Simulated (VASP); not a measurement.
Input of a VASP 6.6.1 run:

File INCAR:

```
SYSTEM = Ta5TiN6
PREC = Accurate ; ENCUT = 520
EDIFF = 1E-7 ; ISMEAR = 0
SIGMA = 0.1 ; LREAL = .FALSE.
LASPH = .TRUE. ; NELM = 150
ALGO = Fast ; ISIF = 2
LWAVE = .FALSE. ; LCHARG = .TRUE.
ISPIN = 2 ; MAGMOM = 1 0 0 0 0 0 0 0 0 0 0 0
LORBIT = 11 ; LMAXMIX = 4
GGA = PE ; LELF = .TRUE.
LVHAR = .TRUE. ; NBANDS = 64
```

File KPOINTS:

```
regular mesh
0
G
  6 6 2
  0 0 0
```

POSCAR

```
Ta5TiN6
1.0
    3.3518231700      0.0000000000      0.0000000000
    0.0000000000      3.3518231700      0.0000000000
    0.0000000000      0.0000000000     14.2205813700
Ti Ta N
1 5 6
Direct
    0.5000000000      0.5000000000      0.5000000000
    0.0000000000      0.0000000000      0.0000000000
    0.5000000000      0.5000000000      0.1666666700
    0.0000000000      0.0000000000      0.3333333300
    0.0000000000      0.0000000000      0.6666666700
    0.5000000000      0.5000000000      0.8333333300
    0.0000000000      0.0000000000      0.8333333300
    0.5000000000      0.5000000000      0.0000000000
    0.0000000000      0.0000000000      0.1666666700
    0.5000000000      0.5000000000      0.3333333300
    0.0000000000      0.0000000000      0.5000000000
    0.5000000000      0.5000000000      0.6666666700
```

Potentials or basis: VASP PAW PBE potentials, release 64 (Ti_sv, Ta_pv, N).

The run is started by

```bash
$ cat potpaw_PBE.64/Ti_sv/POTCAR potpaw_PBE.64/Ta_pv/POTCAR potpaw_PBE.64/N/POTCAR > POTCAR
$ mpirun -np 1 vasp_std > vasp.out
```

**Question.** What does it give for the largest force?

**Answer.** 0.341 eV/Å.

**Question.** Estimate the net moment.

**Answer.** 0.00 μB per cell.

**Question.** Predict the pressure.

**Answer.** -43.5 GPa.

Stress tensor (GPa, compression positive):
```
-43.04   0.00   0.00
  0.00 -43.04   0.00
  0.00   0.00 -44.32
```

Caveat: the cell stands under tension.
